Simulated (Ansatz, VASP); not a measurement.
## Two plane-wave programs on Cu

POSCAR

```
Cu
1.0
    0.0000000000      1.7881324402      1.7881324402
    1.7881324402      0.0000000000      1.7881324402
    1.7881324402      1.7881324402      0.0000000000
Cu
1
Direct
    0.0000000000      0.0000000000      0.0000000000
```

File INCAR.step1:

```
PREC = Accurate
ENCUT = 520
ISMEAR = 1
SIGMA = 0.01
LREAL = False
LASPH = True
NELM = 60
NBANDS = 12
GGA = PE
ALGO = Normal
EDIFF = 1E-4
LWAVE = True
LCHARG = False
```

Contents of INCAR.step2:

```
PREC = Accurate
ENCUT = 520
EDIFF = 1E-6
ISMEAR = 1
SIGMA = 0.01
LREAL = False
LASPH = True
NELM = 60
ALGO = Normal
ISIF = 2
LWAVE = False
LCHARG = False
METAGGA = R2SCAN
LMIXTAU = True
NBANDS = 12
ISTART = 1
```

File KPOINTS:

```
Automatic mesh
0
Gamma
  15 15 15
```

Input for Ansatz:

```yaml
crystal:
  lattice:
    - [0.0, 1.7881324402, 1.7881324402]
    - [1.7881324402, 0.0, 1.7881324402]
    - [1.7881324402, 1.7881324402, 0.0]
  atoms:
    - { symbol: Cu, position: [0.0, 0.0, 0.0] }
hamiltonian:
  xc: r2scan
  pseudopotentials:
    kind: paw
    azcp:
      Cu: "pseudopotentials/Cu.paw.azcp"
basis:
  ecutwfc: 500
  fft_grid_basis: typed
kpoints:
  mp_grid: { grid: [15, 15, 15], shift: [0, 0, 0] }
magnetization:
  spin_polarized: false
scf:
  occupations: { method: methfessel_paxton, width: 0.01 }
  lower_state_search: "off"
output:
  stress: true
```

Alike in both runs: task single point; functional r2SCAN; k mesh 15 × 15 × 15; occupations methfessel-paxton of order 1, width 0.01 eV; no spin polarisation.

|  | VASP | Ansatz |
| --- | --- | --- |
| version | VASP 6.6.1 | Ansatz 0.2.0 |
| potentials or method | VASP PAW PBE potentials, release 64 (Cu), cutoff 520 eV | plane waves (500 eV) with PAW, scalar-relativistic |
| valence electrons in the cell | 11 | 19 |

|  | VASP | Ansatz | Ansatz less VASP |
| --- | --- | --- | --- |
| pressure (GPa) | 0.3 | -0.2 | -0.47 |

VASP's potentials were made for PBE, not for r2SCAN. The functional is the same, so the differences come from potentials, cutoffs and numerics. VASP's potentials hold 11 valence electrons a cell and Ansatz's 19, so a difference there can come from the potentials and not from the codes.
